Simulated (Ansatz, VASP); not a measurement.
One calculation of Al5Cl2, two programs

```xyz
7
Lattice="5.5431 0.0000 0.0000 -2.7716 4.8005 0.0000 0.0000 0.0000 5.3446" Properties=species:S:1:pos:R:3 pbc="T T T"
Al    0.0000    0.0000    0.0000
Al    0.0000    0.0000    2.6723
Al    2.7716    0.0000    2.6723
Al   -1.3858    2.4002    2.6723
Al    1.3858    2.4002    2.6723
Cl    0.0000    3.2003    0.0000
Cl    2.7716    1.6002    0.0000
```

Alike in both runs: functional PBE; k mesh 12 × 12 × 8; occupations gaussian, width 0.1 eV; no spin polarisation.

Ansatz relaxed the structure, and its values are those at the end. VASP's run is a single point on that final structure, the one shown.

```csv
,VASP,Ansatz
version,VASP 6.6.1,Ansatz 0.2.0
potentials or method,"VASP PAW PBE potentials, release 64 (Al, Cl), cutoff 520 eV","scalar-relativistic, plane waves, PAW"
valence electrons in the cell,29,29
```

```tsv
	VASP	Ansatz	Ansatz less VASP
gap on the k mesh at the Fermi level (eV)	none	none	-
pressure (GPa)	0.0	0.0	+0.04
```

A gap of «none» marks a metal or a gap that the smearing closes.
